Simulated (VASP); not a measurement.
A run of VASP 6.6.1:

The input INCAR:

```
ALGO     = Normal         # electronic algorithm
DIPOL    = 0.5 0.5 0.347
EDIFF    = 1E-6           # SCF threshold, eV
ENCUT    = 520            # plane-wave cutoff, eV
GGA      = PE             # functional
IDIPOL   = 3            
ISIF     = 2              # what is computed and relaxed
ISMEAR   = 0              # smearing method
LASPH    = True           # aspherical terms in the spheres
LCHARG   = True           # write CHGCAR
LDIPOL   = True         
LELF     = True           # ELF
LREAL    = False          # projectors in reciprocal space
LVACPOTAV= True         
LVHAR    = True         
LWAVE    = False          # write WAVECAR
NBANDS   = 35             # bands
NELM     = 100            # most SCF steps
PREC     = Accurate       # precision mode
SIGMA    = 0.1            # smearing width, eV
```

Contents of KPOINTS:

```
k-points
0
Gamma
  8 8 1
```

File POSCAR:

```
Ti4O
1.0
    3.2553359278      0.0000000000      0.0000000000
    0.0000000000      3.2553359278      0.0000000000
    0.0000000000      0.0000000000     20.1793674396
Ti O
4 1
Direct
    0.5000000000      0.5000000000      0.1982222690
    0.0000000000      0.0000000000      0.2788822782
    0.5000000000      0.5000000000      0.3551865237
    0.0000000000      0.0000000000      0.4301109767
    0.0000000000      0.5000000000      0.4717085587
```

Potentials or basis: VASP PAW PBE potentials, release 64 (Ti_sv, O).

Run with:

```bash
$ cat potpaw_PBE.64/Ti_sv/POTCAR potpaw_PBE.64/O/POTCAR > POTCAR
$ mpirun -np 1 vasp_std > vasp.out
```

Hardware: 1 thread of Intel(R) Xeon(R) 6975P-C (Granite Rapids) (shared host).

**Question.** Estimate the wall time of this run.

**Answer.** Wall time 2.7 min on 1 thread of Intel(R) Xeon(R) 6975P-C (Granite Rapids) (shared host), peak memory 0.37 GiB. Counts: scf iterations 29, k points 25.
